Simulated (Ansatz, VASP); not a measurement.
# One calculation of TiN, two programs

INCAR

```
SYSTEM = TiN
ALGO = Normal ; EDIFF = 1E-7
ENCUT = 520 ; GGA = PS
ISIF = 2 ; ISMEAR = -1
LASPH = .TRUE. ; LCHARG = .TRUE.
LELF = .TRUE. ; LREAL = .FALSE.
LVHAR = .TRUE. ; LWAVE = .FALSE.
NBANDS = 16 ; NELM = 60
PREC = Accurate ; SIGMA = 0.05
```

The input KPOINTS:

```
k-points
0
G
  17 17 17
  0 0 0
```

POSCAR

```
TiN
1.0
    0.0000000000      2.1360533897      2.1360533897
    2.1360533897      0.0000000000      2.1360533897
    2.1360533897      2.1360533897      0.0000000000
Ti N
1 1
Direct
    0.0000000000      0.0000000000      0.0000000000
    0.5000000000      0.5000000000      0.5000000000
```

Input for Ansatz:

```yaml
crystal:
  lattice:
    - [0.0, 2.1360533897, 2.1360533897]
    - [2.1360533897, 0.0, 2.1360533897]
    - [2.1360533897, 2.1360533897, 0.0]
  atoms:
    - { symbol: Ti, position: [0.0, 0.0, 0.0] }
    - { symbol: "N", position: [0.5, 0.5, 0.5] }
kpoints:
  mp_grid: { grid: [17, 17, 17] }
  band_path:
    path:
      - [0.0, 0.0, 0.0]
      - [0.5, 0.0, 0.5]
      - [0.625, 0.25, 0.625]
      - [0.375, 0.375, 0.75]
      - [0.0, 0.0, 0.0]
      - [0.5, 0.5, 0.5]
      - [0.5, 0.25, 0.75]
      - [0.5, 0.0, 0.5]
    npoints: 5
scf:
  occupations: { method: fermi_dirac, width: 0.05 }
hamiltonian:
  xc: pbesol
  pseudopotentials: { kind: all_electron, lapw: { basis_error: 0.0005 } }
output:
  forces: true
  stress: true
  eigenvalues: true
```

Change from the starting cell: volume scaled by 1.02.

Alike in both runs: task single point; functional PBEsol; k mesh 17 × 17 × 17; occupations fermi-dirac, width 0.05 eV; no spin polarisation.

|  | VASP | Ansatz |
| --- | --- | --- |
| version | VASP 6.6.1 | Ansatz 0.2.0 |
| potentials or method | VASP PAW PBE potentials, release 64 (Ti_sv, N), cutoff 520 eV | all-electron LAPW, scalar-relativistic |

VASP gave:

```
pressure (GPa) : -12.6
```

Problem. What did Ansatz give for the same quantities?

Solution. Pressure (GPa): -13.1.

VASP's potentials were made for PBE, not for PBEsol. Ansatz ran all-electron here, and VASP with PAW potentials.
